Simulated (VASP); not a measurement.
A run of VASP 6.6.1 is set up as follows.

Contents of INCAR:

```
SYSTEM = TePb
PREC = Accurate
ENCUT = 520
EDIFF = 1E-7
ISMEAR = 0
SIGMA = 0.1
LREAL = .FALSE.
LASPH = .TRUE.
NELM = 100
ALGO = Normal
ISIF = 2
LWAVE = .FALSE.
LCHARG = .FALSE.
GGA = PE
IVDW = 12
NBANDS = 17
```

File KPOINTS:

```
Automatic mesh
0
G
  10 10 10
  0 0 0
```

POSCAR

```
TePb
1.0
    3.9267292504      0.0000000000      0.0000000000
    0.0000000000      3.9267292504      0.0000000000
    0.0000000000      0.0000000000      3.9267292504
Te Pb
1 1
Direct
    0.5000000000      0.5000000000      0.5000000000
    0.0000000000      0.0000000000      0.0000000000
```

Potentials or basis: VASP PAW PBE potentials, release 64 (Te, Pb_d).

Command:

```sh
$ cat potpaw_PBE.64/Te/POTCAR potpaw_PBE.64/Pb_d/POTCAR > POTCAR
$ mpirun -np 1 vasp_std > vasp.out
```

Problem. What does it give for the band gap on the k mesh?

Solution. Zero (band 10 reaches 7.27 eV, above the bottom of band 11 at 5.85 eV).

Problem. Predict the dispersion energy per atom.

Solution. -0.445 eV.

Caveat: spin-orbit coupling is left out, which moves the levels of the heavy elements.
